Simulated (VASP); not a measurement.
Crystal: CuI.

```
Cu I
1.0
     4.02290    0.00000    0.00000
     0.00000    4.02290    0.00000
     0.00000    0.00000    5.65060
Cu I
2 2
Direct
  0.00000 0.00000 0.00000
  0.50000 0.50000 0.00000
  0.00000 0.50000 0.29130
  0.50000 0.00000 0.70870
```

| Quantity | Value |
| --- | --- |
| Program | VASP 6.6.1 |
| Task | relaxation of cell and atoms |
| Functional | PBEsol |
| Potentials or basis | VASP PAW PBE potentials, release 64 (Cu, I) |
| Cutoff | 600 eV |
| k mesh | 4 × 4 × 4 |
| Occupations | gaussian, width 0.01 eV |
| Spin | no spin polarisation |

At the start: pressure 2.9 GPa; volume 22.86 Å³/atom.

How do energy, volume and symmetry change on relaxing?

Over 15 steps the energy falls by 29.2 meV/atom and the volume is 26.07 Å³/atom (+14.0 %); space group P4/nmm (No. 129, to 0.1 Å) before and after.

Step by step:
| step | energy change (eV) | largest force (eV/Å) | pressure (GPa) | volume (Å³) |
| --- | --- | --- | --- | --- |
| 1 | 0.0000 | 0.0552 | 2.90 | 91.45 |
| 2 | -0.0399 | 0.5085 | -0.65 | 97.04 |
| 3 | -0.0415 | 0.4389 | -0.12 | 96.08 |
| 4 | -0.0593 | 0.3366 | -0.10 | 96.93 |
| 5 | -0.0916 | 0.0482 | 0.15 | 99.48 |
| 6 | -0.0765 | 0.4866 | 1.21 | 104.63 |
| 7 | -0.0961 | 0.1918 | 0.57 | 101.52 |
| 8 | -0.1045 | 0.0052 | -0.56 | 104.66 |
| 9 | -0.1045 | 0.0070 | -0.46 | 104.47 |
| 10 | -0.1121 | 0.0237 | -0.23 | 104.29 |
| 11 | -0.1165 | 0.0514 | 0.20 | 103.93 |
| 12 | -0.1166 | 0.0497 | 0.18 | 103.96 |
| 13 | -0.1162 | 0.0557 | -0.12 | 104.69 |
| 14 | -0.1168 | 0.0134 | 0.03 | 104.21 |
| 15 | -0.1168 | 0.0034 | 0.00 | 104.27 |

Final structure:
```
Cu I
1.0
     4.03110    0.00000    0.00000
     0.00000    4.03110    0.00000
     0.00000    0.00000    6.41696
Cu I
2 2
Direct
  0.00000 0.00000 0.00000
  0.50000 0.50000 0.00000
  0.00000 0.50000 0.26224
  0.50000 0.00000 0.73776
```

Caveat: the PAW data sets were made with another functional, which shifts forces and pressure a little; this functional lacks dispersion, which binds the layers, so the pressure and a relaxed spacing across them are unreliable.
